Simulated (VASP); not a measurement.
# Cu (Fd-3m) in VASP: a series of runs

Aim: see how the results for Cu move with the level of theory and the settings. Levels: PBE, HSE06. Tasks: single point.

All numbers are computed with VASP 6.6.1; they aren't measurements. Logs are shortened: lines on timing, memory, paths and dates and some standing lists are left out, and cuts for length are marked.

**1. The cell of the first run**

The structure is cubic, space group Fd-3m (No. 227). The conventional cell has a = 5.350 Å, b = 5.350 Å, c = 5.350 Å, α = 90.00°, β = 90.00°, γ = 90.00°. Cu (site symmetry -43m) has 4 Cu at 2.32 Å within 3.1 Å.

This isn't the form of Cu at room conditions, which is fcc.

**2. Single point, PBE**

Contents of INCAR:

```
ALGO = Normal
EDIFF = 1E-6
ENCUT = 520
GGA = PE
ISIF = 2
ISMEAR = -1
LASPH = T
LCHARG = F
LREAL = F
LWAVE = F
NBANDS = 18
NELM = 100
PREC = Accurate
SIGMA = 0.1
```

Contents of KPOINTS:

```
k-points
0
Gamma
  5 5 5
```

Contents of POSCAR:

```
Cu
1.0
    0.0000000000      2.6752136221      2.6752136221
    2.6752136221      0.0000000000      2.6752136221
    2.6752136221      2.6752136221      0.0000000000
Cu
2
Direct
    0.1250000000      0.1250000000      0.1250000000
    0.8750000000      0.8750000000      0.8750000000
```

Potentials or basis: VASP PAW PBE potentials, release 64 (Cu).

Command:

```sh
> cat potpaw_PBE.64/Cu/POTCAR > POTCAR
> mpirun -np 1 vasp_std > vasp.out
```

OUTCAR:

```text
EDIFF = 1E-6
   ENCUT = 520
   GGA = PE
   ISIF = 2
   ISMEAR = -1
   LASPH = T
   LREAL = F
   NELM = 100
   PREC = Accurate

 ion  position               nearest neighbor table
   1  0.125  0.125  0.125-   2 2.32   2 2.32   2 2.32   2 2.32
   2  0.875  0.875  0.875-   1 2.32   1 2.32   1 2.32   1 2.32

  LATTYP: Found a face centered cubic cell.
 ALAT       =     5.3504272442

  Lattice vectors:

 A1 = (   0.0000000000,   2.6752136221,   2.6752136221)
 A2 = (   2.6752136221,   0.0000000000,   2.6752136221)
 A3 = (   2.6752136221,   2.6752136221,   0.0000000000)

Analysis of symmetry for initial positions (statically):
=====================================================================
 Subroutine PRICEL returns:
 Original cell was already a primitive cell.

 Routine SETGRP: Setting up the symmetry group for a
 face centered cubic supercell.

 Subroutine GETGRP returns: Found 48 space group operations
 (whereof 12 operations were pure point group operations)
 out of a pool of 48 trial point group operations.

The static configuration has the point symmetry D_3d.
 The point group associated with its full space group is O_h .

Analysis of symmetry for dynamics (positions and initial velocities):
=====================================================================
 Subroutine PRICEL returns:
 Original cell was already a primitive cell.

 Routine SETGRP: Setting up the symmetry group for a
 face centered cubic supercell.

 Subroutine GETGRP returns: Found 48 space group operations
 (whereof 12 operations were pure point group operations)
 out of a pool of 48 trial point group operations.

The dynamic configuration has the point symmetry D_3d.
 The point group associated with its full space group is O_h .

 Subroutine INISYM returns: Found 48 space group operations
 (whereof 12 operations are pure point group operations),
 and found     1 'primitive' translations

----------------------------------------------------------------------------------------

                                     Primitive cell

  volume of cell :      38.2918

  direct lattice vectors                    reciprocal lattice vectors
     0.000000000  2.675213622  2.675213622    -0.186900962  0.186900962  0.186900962
     2.675213622  0.000000000  2.675213622     0.186900962 -0.186900962  0.186900962
     2.675213622  2.675213622  0.000000000     0.186900962  0.186900962 -0.186900962

  length of vectors
     3.783323387  3.783323387  3.783323387     0.323721962  0.323721962  0.323721962

  position of ions in fractional coordinates (direct lattice)
     0.125000000  0.125000000  0.125000000
     0.875000000  0.875000000  0.875000000

  ion indices of the primitive-cell ions
   primitive index   ion index
                 1           1
                 2           2

----------------------------------------------------------------------------------------

 KPOINTS: k-points

Automatic generation of k-mesh.
 Grid dimensions read from file:
 generate k-points for:    5    5    5

 Generating k-lattice:

  Cartesian coordinates                     Fractional coordinates (reciprocal lattice)
    -0.037380192  0.037380192  0.037380192     0.200000000  0.000000000  0.000000000
     0.037380192 -0.037380192  0.037380192     0.000000000  0.200000000  0.000000000
     0.037380192  0.037380192 -0.037380192     0.000000000  0.000000000  0.200000000

  Length of vectors
     0.064744392  0.064744392  0.064744392

  Shift w.r.t. Gamma in fractional coordinates (k-lattice)
     0.000000000  0.000000000  0.000000000

 Subroutine IBZKPT returns following result:
 ===========================================

 Found     10 irreducible k-points:

 Following reciprocal coordinates:
            Coordinates               Weight
  0.000000  0.000000  0.000000      1.000000
  0.200000  0.000000  0.000000      8.000000
  0.400000  0.000000  0.000000      8.000000
  0.200000  0.200000  0.000000      6.000000
  0.400000  0.200000  0.000000     24.000000
 -0.400000  0.200000  0.000000     24.000000
 -0.200000  0.200000  0.000000     12.000000
  0.400000  0.400000  0.000000      6.000000
 -0.400000  0.400000  0.000000     12.000000
 -0.400000  0.400000  0.200000     24.000000
   k-points           NKPTS =     10   k-points in BZ     NKDIM =     10   number of bands    NBANDS=     18
   number of dos      NEDOS =    301   number of ions     NIONS =      2
   total plane-waves  NPLWV =  21952
   dimension x,y,z NGX =    28 NGY =   28 NGZ =   28
   dimension x,y,z NGXF=    56 NGYF=   56 NGZF=   56
   ions per type =               2
   NGX,Y,Z   is equivalent  to a cutoff of  12.30, 12.30, 12.30 a.u.
   NGXF,Y,Z  is equivalent  to a cutoff of  24.61, 24.61, 24.61 a.u.
 SYSTEM =  unknown system
   PREC   = accura    normal or accurate (medium, high low for compatibility)
   ISTART =      0    job   : 0-new  1-cont  2-samecut
   ICHARG =      2    charge: 1-file 2-atom 10-const
   ISPIN  =      1    spin polarized calculation?
   LNONCOLLINEAR =      F non collinear calculations
   LSORBIT =      F    spin-orbit coupling
   LASPH  =      T    aspherical Exc in radial PAW
   ENCUT  =  520.0 eV  38.22 Ry    6.18 a.u.   7.03  7.03  7.03*2*pi/ulx,y,z
   NELM   =    100;   NELMIN=  2; NELMDL= -5     # of ELM steps
   EDIFF  = 0.1E-05   stopping-criterion for ELM
   LREAL  =      F    real-space projection
   EDIFFG = 0.1E-04   stopping-criterion for IOM
   NSW    =      0    number of steps for IOM
   IBRION =     -1    ionic relax: 0-MD 1-quasi-New 2-CG
   NFREE  =      0    steps in history (QN), initial steepest desc. (CG)
   ISIF   =      2    stress and relaxation
   ISYM   =      2    0-nonsym 1-usesym 2-fastsym
   POTIM  = 0.5000    time-step for ionic-motion
   TEBEG  =    0.0;   TEEND  =   0.0 temperature during run
   PSTRESS=    0.0 pullay stress
   NELECT =      22.0000    total number of electrons
   NUPDOWN=      -1.0000    fix difference up-down
   EMIN   =  10.00;   EMAX   =-10.00  energy-range for DOS
   EFERMI =   0.00;   METHOD = LEGACY
   ISMEAR =    -1;   SIGMA  =   0.10  broadening in eV -4-tet -1-fermi 0-gaus
   EFERMI_NEDOS =   21; number of points for ismear=-14 and -15
   IALGO  =     38    algorithm
   IMIX   =      4    mixing-type and parameters
     AMIX     =   0.40;   BMIX     =  1.00
     AMIX_MAG =   1.60;   BMIX_MAG =  1.00
  volume/ion in A,a.u.               =      19.15       129.20
  Fermi-wavevector in a.u.,A,eV,Ry     =   1.360966  2.571853 25.201096  1.852228
  Thomas-Fermi vector in A             =   2.487583
   LORBIT       =      0    0 simple, 1 ext, 2 COOP (PROOUT), +10 PAW based schemes
   GGA     = PE    functional components
   LHFCALC =     F    Hartree Fock is set to
   AEXX    =    0.0000 exact exchange contribution
   IVDW    =     0    specifies the selected vdW correction
   LEPSILON=     F    determine dielectric tensor
   LRPA    =     F    only Hartree local field effects (RPA)
 non-spin polarized calculation
  energy-cutoff  :      520.00
  volume of cell :       38.29
 maximum number of plane-waves:      1038
   NGX = 13   NGY = 13   NGZ = 13

 number of electron      22.0000004 magnetization

 Free energy of the ion-electron system (eV)
  ---------------------------------------------------
  ext. energy  EPLUGINS =         0.00000000
  ---------------------------------------------------
  free energy    TOTEN  =        -5.41652666 eV

  energy without entropy =       -5.38298608  energy(sigma->0) =       -5.39975637

 E-fermi :   2.8157     XC(G=0):  -9.8768

 val. band max:        2.1182845014   @ k =  -0.4000   0.4000   0.2000
 cond. band min:       2.8325611186   @ k =  -0.4000   0.2000   0.0000
 fundamental gap:      0.7142766172
 Fermi energy:         2.8156740166

 k-point     1 :       0.0000    0.0000    0.0000
  band No.  band energies     occupation
      1      -3.4839      2.00000
      2      -0.2006      2.00000
      3      -0.2006      2.00000
      4      -0.2006      2.00000
      5      -0.1798      2.00000
      6      -0.1798      2.00000
[... 10 lines left out ...]
     17      13.4173      0.00000
     18      15.5405      0.00000

 k-point     2 :       0.2000    0.0000    0.0000
  band No.  band energies     occupation
      1      -2.8715      2.00000
      2      -0.3150      2.00000
      3      -0.3150      2.00000
      4      -0.1817      2.00000
      5       0.0115      2.00000
      6       0.0115      2.00000
[... 10 lines left out ...]
     17      14.8241      0.00000
     18      15.9412      0.00000

 k-point     3 :       0.4000    0.0000    0.0000
  band No.  band energies     occupation
      1      -1.4141      2.00000
      2      -0.2474      2.00000
      3      -0.2474      2.00000
      4      -0.1350      2.00000
      5      -0.0205      2.00000
      6      -0.0205      2.00000
[... 10 lines left out ...]
     17      14.0948      0.00000
     18      14.5358      0.00000

 k-point     4 :       0.2000    0.2000    0.0000
  band No.  band energies     occupation
      1      -2.6606      2.00000
      2      -0.4834      2.00000
      3      -0.1748      2.00000
      4      -0.1748      2.00000
      5      -0.0023      2.00000
      6       0.1478      2.00000
[... 10 lines left out ...]
     17      17.5174      0.00000
     18      17.5174      0.00000

 k-point     5 :       0.4000    0.2000    0.0000
  band No.  band energies     occupation
      1      -1.4182      2.00000
      2      -0.4990      2.00000
      3      -0.1884      2.00000
      4      -0.1750      2.00000
      5       0.1190      2.00000
      6       0.1830      2.00000
[... 10 lines left out ...]
     17      17.1261      0.00000
     18      17.3996      0.00000

 k-point     6 :      -0.4000    0.2000    0.0000
  band No.  band energies     occupation
      1      -0.7599      2.00000
      2      -0.3945      2.00000
      3      -0.2834      2.00000
      4      -0.1620      2.00000
      5       0.0084      2.00000
      6       0.2254      2.00000
[... 10 lines left out ...]
     17      16.2391      0.00000
     18      18.7840      0.00000

 k-point     7 :      -0.2000    0.2000    0.0000
  band No.  band energies     occupation
      1      -1.9338      2.00000
      2      -0.3966      2.00000
      3      -0.2299      2.00000
      4      -0.1894      2.00000
      5      -0.0298      2.00000
      6       0.2258      2.00000
[... 10 lines left out ...]
     17      15.9815      0.00000
     18      16.1073      0.00000

 k-point     8 :       0.4000    0.4000    0.0000
  band No.  band energies     occupation
      1      -0.5622      2.00000
      2      -0.5601      2.00000
      3      -0.2115      2.00000
      4      -0.1608      2.00000
      5      -0.1608      2.00000
      6       0.3601      2.00000
[... 10 lines left out ...]
     17      21.4699      0.00000
     18      21.4699      0.00000

 k-point     9 :      -0.4000    0.4000    0.0000
  band No.  band energies     occupation
      1      -0.5301      2.00000
      2      -0.3596      2.00000
      3      -0.2018      2.00000
      4      -0.1731      2.00000
      5       0.1300      2.00000
      6       0.4321      2.00000
[... 10 lines left out ...]
     17      20.0916      0.00000
     18      20.6580      0.00000

 k-point    10 :      -0.4000    0.4000    0.2000
  band No.  band energies     occupation
      1      -0.5364      2.00000
      2      -0.4839      2.00000
      3      -0.3128      2.00000
      4      -0.1042      2.00000
      5       0.2100      2.00000
      6       0.3615      2.00000
[... 10 lines left out ...]
     17      15.8086      0.00000
     18      19.2241      0.00000

------------------------ aborting loop because EDIFF is reached ----------------------------------------

  FORCE on cell =-STRESS in cart. coord.  units (eV):
  Direction    XX          YY          ZZ          XY          YZ          ZX
  --------------------------------------------------------------------------------------
  -------------------------------------------------------------------------------------
  Total       -0.0866819     -0.0866819     -0.0866819     -0.0000000      0.0000000      0.0000000
  in kB       -3.6268832     -3.6268832     -3.6268832     -0.0000000      0.0000000      0.0000000
  external PRESSURE =      -3.6268832 kB  Pullay stress =       0.0000000 kB

 VOLUME and BASIS-vectors are now :
 -----------------------------------------------------------------------------
  energy-cutoff  :      520.00
  volume of cell :       38.29
      direct lattice vectors                 reciprocal lattice vectors
     0.000000000  2.675213622  2.675213622    -0.186900962  0.186900962  0.186900962
     2.675213622  0.000000000  2.675213622     0.186900962 -0.186900962  0.186900962
     2.675213622  2.675213622  0.000000000     0.186900962  0.186900962 -0.186900962

 POSITION                                       TOTAL-FORCE (eV/Angst)
 -----------------------------------------------------------------------------------
      0.66880      0.66880      0.66880        -0.000000      0.000000      0.000000
      4.68162      4.68162      4.68162         0.000000     -0.000000     -0.000000
 -----------------------------------------------------------------------------------
    total drift:                                0.000000      0.000000     -0.000000

  FREE ENERGIE OF THE ION-ELECTRON SYSTEM (eV)
  ---------------------------------------------------
  free  energy   TOTEN  =        -5.4165266597 eV

  energy  without entropy=       -5.3829860807  energy(sigma->0) =       -5.39975637
```

Run time: 10 s. Hardware: 1 thread of Intel Xeon 8259CL, shared host; peak memory 0.15 GiB.

Results:

```
Free energy            : -5.4165 eV
Pressure               : -0.4 GPa
Band gap on the k mesh : zero (bands 11 and 12 overlap by 0.25 eV)
```

Levels at points of the mesh, in eV from the Fermi level:
```
           k point  band 7  band 8  band 9  band 10  band 11  band 12  band 13  band 14  band 15  band 16
(0.00, 0.00, 0.00)   -1.93   -1.93   -1.93    -1.29    -1.29     9.69     9.69     9.69    10.60    10.60
```

Caveat: the k points lie up to 0.41 Å⁻¹ apart.

**3. Single point, HSE06**

POSCAR is that of step 2.

Contents of INCAR.step1:

```
SYSTEM = Cu
  ALGO = Normal
  EDIFF = 1E-5
  ENCUT = 520
  GGA = PE
  ISIF = 2
  ISMEAR = -1
  LASPH = .True.
  LCHARG = .False.
  LREAL = .False.
  LWAVE = .True.
  NBANDS = 18
  NELM = 100
  PREC = Accurate
  SIGMA = 0.1
```

Contents of INCAR.step2:

```
SYSTEM = Cu
  ALGO = Normal
  EDIFF = 1E-6
  ENCUT = 520
  GGA = PE
  HFSCREEN = 0.2079
  ISIF = 2
  ISMEAR = -1
  ISTART = 1
  LASPH = .True.
  LCHARG = .False.
  LHFCALC = .True.
  LREAL = .False.
  LWAVE = .False.
  NBANDS = 18
  NELM = 100
  PREC = Accurate
  PRECFOCK = Normal
  SIGMA = 0.1
```

Contents of KPOINTS:

```
k-points
0
Gamma
  5 5 5
  0 0 0
```

Potentials or basis: VASP PAW PBE potentials, release 64 (Cu).

Command:

```sh
> cat potpaw_PBE.64/Cu/POTCAR > POTCAR
> cp INCAR.step1 INCAR
> mpirun -np 1 vasp_std > vasp.out
> cp INCAR.step2 INCAR
> mpirun -np 1 vasp_std > vasp.out
```

Run time: 46 min. Hardware: 1 thread of Intel Xeon 8259CL, shared host; peak memory 0.26 GiB.

The run converged. Its results:

```
Free energy            : -5.2027 eV
Pressure               : 0.3 GPa
Band gap on the k mesh : zero (bands 11 and 12 overlap by 0.38 eV)
```

Levels at points of the mesh, in eV from the Fermi level:
| k point | band 8 | band 9 | band 10 | band 11 | band 12 | band 13 | band 14 | band 15 |
| --- | --- | --- | --- | --- | --- | --- | --- | --- |
| (0.00, 0.00, 0.00) | -3.17 | -3.17 | -2.61 | -2.61 | 10.86 | 10.86 | 10.86 | 11.59 |

Caveat: the k points lie up to 0.41 Å⁻¹ apart; the PAW data sets were made with another functional, which shifts forces and pressure a little.
